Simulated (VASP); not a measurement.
The system is N.

```
CELL_PARAMETERS angstrom
4.16723 0.00000 0.00000
-2.08362 3.60893 0.00000
0.00000 0.00000 7.00600
ATOMIC_POSITIONS crystal
N 0.33333 0.66667 0.32893
N 0.33333 0.66667 0.17107
N 0.66667 0.33333 0.82893
N 0.66667 0.33333 0.67107
```

| Quantity | Value |
| --- | --- |
| Program | VASP 6.6.1 |
| Task | relaxation of cell and atoms |
| Functional | PBE |
| Dispersion | D3(BJ) |
| Potentials or basis | VASP PAW PBE potentials, release 64 (N) |
| Cutoff | 600 eV |
| k mesh | 6 × 6 × 4 |
| Occupations | gaussian, width 0.02 eV |
| Spin | no spin polarisation |

At the start: pressure 0.9 GPa; volume 26.34 Å³/atom.

Q: How do energy, volume and symmetry change on relaxing?

A: Over 65 steps the energy falls by 7.5 meV/atom and the volume is 21.89 Å³/atom (-16.9 %); space group P6_3/mmc (No. 194, to 0.05 Å).

The path:
| step | energy change (eV) | largest force (eV/Å) | pressure (GPa) | volume (Å³) |
| --- | --- | --- | --- | --- |
| 1 | 0.0000 | 1.0428 | 0.89 | 105.37 |
| 3 | -0.0059 | 0.3597 | -0.67 | 105.48 |
| 5 | -0.0069 | 0.0049 | -0.27 | 105.44 |
| 7 | -0.0077 | 0.0214 | -0.25 | 104.93 |
| 9 | -0.0145 | 0.0665 | -0.13 | 100.46 |
| 11 | -0.0100 | 0.5491 | 1.22 | 83.82 |
| 13 | -0.0204 | 0.3323 | 0.41 | 92.46 |
| 15 | -0.0212 | 0.0562 | 0.09 | 91.78 |
| 17 | -0.0212 | 0.0137 | 0.01 | 91.61 |
| 19 | -0.0212 | 0.0130 | 0.01 | 91.61 |
| 21 | -0.0213 | 0.0150 | 0.00 | 91.62 |
| 23 | -0.0215 | 0.0212 | -0.01 | 91.65 |
| 25 | -0.0223 | 0.0398 | -0.05 | 91.79 |
| 27 | -0.0249 | 0.0514 | -0.13 | 92.29 |
| 29 | -0.0266 | 0.1132 | -0.28 | 92.91 |
| 31 | -0.0267 | 0.0300 | -0.18 | 92.87 |
| 33 | -0.0270 | 0.1178 | -0.29 | 92.61 |
| 35 | -0.0271 | 0.4404 | -0.70 | 91.52 |
| 37 | -0.0273 | 0.2744 | -0.50 | 92.06 |
| 39 | -0.0274 | 0.2713 | -0.48 | 92.01 |
| 41 | -0.0277 | 0.2475 | -0.46 | 91.85 |
| 43 | -0.0285 | 0.1455 | -0.32 | 91.18 |
| 45 | -0.0291 | 0.0254 | -0.07 | 90.19 |
| 47 | -0.0291 | 0.0403 | -0.04 | 90.10 |
| 49 | -0.0291 | 0.0200 | -0.09 | 90.15 |
| 51 | -0.0291 | 0.0121 | -0.10 | 90.14 |
| 53 | -0.0291 | 0.0124 | -0.12 | 90.11 |
| 55 | -0.0292 | 0.0193 | -0.13 | 89.96 |
| 57 | -0.0295 | 0.0474 | -0.14 | 89.37 |
| 59 | -0.0298 | 0.1384 | -0.16 | 87.03 |
| 61 | -0.0299 | 0.0899 | -0.13 | 87.75 |
| 63 | -0.0300 | 0.0762 | 0.10 | 87.41 |
| 65 | -0.0300 | 0.0013 | 0.00 | 87.57 |

Final structure:
```xyz
4
Lattice="3.7260 0.0000 0.0000 -1.8630 3.2268 0.0000 0.0000 0.0000 7.2832" Properties=species:S:1:pos:R:3 pbc="T T T"
N     0.0000    2.1512    2.3771
N     0.0000    2.1512    1.2644
N     1.8630    1.0756    6.0187
N     1.8630    1.0756    4.9060
```

Caveat: the standard files for N, O and F lose accuracy on very short bonds; the volume moved by over 15 % at a fixed basis, so the end points are rough.
